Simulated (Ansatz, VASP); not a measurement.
## Two plane-wave programs on HfC

```xyz
4
Lattice="3.1699 0.0000 0.0000 -1.5850 2.7452 0.0000 0.0000 0.0000 5.4637" Properties=species:S:1:pos:R:3 pbc="T T T"
Hf    1.5850    0.9151    4.0977
Hf    0.0000    1.8301    1.3659
C     0.0000    0.0000    0.0000
C     0.0000    0.0000    2.7318
```

Alike in both runs: task single point; functional PBEsol; k mesh 6 × 6 × 4; occupations gaussian, width 0.1 eV; no spin polarisation.

|  | VASP | Ansatz |
| --- | --- | --- |
| version | VASP 6.6.1 | Ansatz 0.2.0 |
| potentials or method | VASP PAW PBE potentials, release 64 (Hf_pv, C), cutoff 600 eV | scalar-relativistic, plane waves, PAW |
| valence electrons in the cell | 28 | 60 |

```csv
,VASP,Ansatz,Ansatz less VASP
gap on the k mesh at the Fermi level (eV),none,none,-
pressure (GPa),6.9,7.3,+0.40
"traceless stress, the component that is largest in VASP (GPa)",-18.01,-17.98,+0.039
```

VASP's potentials were made for PBE, not for PBEsol. A gap of «none» marks a metal or a gap that the smearing closes. With one functional, cell and mesh, what is left measures potentials, basis and numerics. VASP's potentials hold 28 valence electrons a cell and Ansatz's 60, so a difference there can come from the potentials and not from the codes.

The k mesh is coarse, so the values compare programs but aren't converged. Neither program's run includes spin-orbit coupling.
